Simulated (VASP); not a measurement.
Input of a VASP 6.6.1 run:

The input POSCAR:

```
Cu
1.0
    0.0000000000      1.7898966515      1.7898966515
    1.7898966515      0.0000000000      1.7898966515
    1.7898966515      1.7898966515      0.0000000000
Cu
1
Direct
    0.0000000000      0.0000000000      0.0000000000
```

File INCAR.step1:

```
SYSTEM = Cu
ALGO = Normal ; EDIFF = 1E-4
ENCUT = 520 ; GGA = PE
ISMEAR = -1 ; LASPH = .TRUE.
LCHARG = .FALSE. ; LREAL = .FALSE.
LWAVE = .TRUE. ; NBANDS = 12
NELM = 60 ; PREC = Accurate
SIGMA = 0.05
```

File INCAR.step2:

```
SYSTEM = Cu
ALGO = Normal ; EDIFF = 1E-7
ENCUT = 520 ; ISIF = 2
ISMEAR = -1 ; ISTART = 1
LASPH = .TRUE. ; LCHARG = .FALSE.
LMIXTAU = .TRUE. ; LREAL = .FALSE.
LWAVE = .FALSE. ; METAGGA = R2SCAN
NBANDS = 12 ; NELM = 60
PREC = Accurate ; SIGMA = 0.05
```

The input KPOINTS:

```
k-points
0
G
  18 18 18
  0 0 0
```

Potentials or basis: VASP PAW PBE potentials, release 64 (Cu).

Launch:

```sh
$ cat potpaw_PBE.64/Cu/POTCAR > POTCAR
$ cp INCAR.step1 INCAR
$ mpirun -np 1 vasp_std > vasp.out
$ cp INCAR.step2 INCAR
$ mpirun -np 1 vasp_std > vasp.out
```

**Question.** Estimate the pressure.

**Answer.** 0.3 GPa.

Caveat: the PAW data sets were made with another functional, which shifts forces and pressure a little.
